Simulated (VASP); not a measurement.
Set up this calculation in VASP 6.6.1, as the native input.

| Property | Result |
| --- | --- |
| Task | single point |
| Functional | PBE |
| Potentials or basis | VASP PAW PBE potentials, release 64 (Ga_d, P) |
| Cutoff | 520 eV |
| k mesh | 8 × 8 × 8 |
| Occupations | gaussian, width 0.016 eV |
| Spin | no spin polarisation |
| Dipole correction | no |
| Further INCAR settings | ALGO = Normal; EDIFF = 1e-06; NBANDS = 16 |

The structure of GaP lies in POSCAR:

```
GaP
1.0
    0.0000000000      2.7252500000      2.7252500000
    2.7252500000      0.0000000000      2.7252500000
    2.7252500000      2.7252500000      0.0000000000
Ga P
1 1
Direct
    0.0000000000      0.0000000000      0.0000000000
    0.7500000000      0.7500000000      0.7500000000
```

The input as run:

INCAR

```
SYSTEM = GaP
PREC = Accurate
ENCUT = 520
EDIFF = 1E-6
ISMEAR = 0
SIGMA = 0.016
LREAL = .FALSE.
LASPH = .TRUE.
NELM = 100
ALGO = Normal
ISIF = 2
LWAVE = .FALSE.
LCHARG = .TRUE.
GGA = PE
LELF = .TRUE.
LVHAR = .TRUE.
NBANDS = 16
```

KPOINTS

```
Automatic mesh
0
G
  8 8 8
  0 0 0
```

Potentials or basis: VASP PAW PBE potentials, release 64 (Ga_d, P).

Run with:

```console
$ cat potpaw_PBE.64/Ga_d/POTCAR potpaw_PBE.64/P/POTCAR > POTCAR
$ mpirun -np 1 vasp_std > vasp.out
```

It gave:

```yaml
Pressure: 2.4 GPa
Band_gap_on_the_k_mesh: 1.64 eV, indirect (least direct gap 1.83 eV)
```

Wall time 26 s on 1 thread of Intel(R) Xeon(R) Platinum 8488C (Sapphire Rapids), with other jobs on the host, peak memory 0.17 GiB.
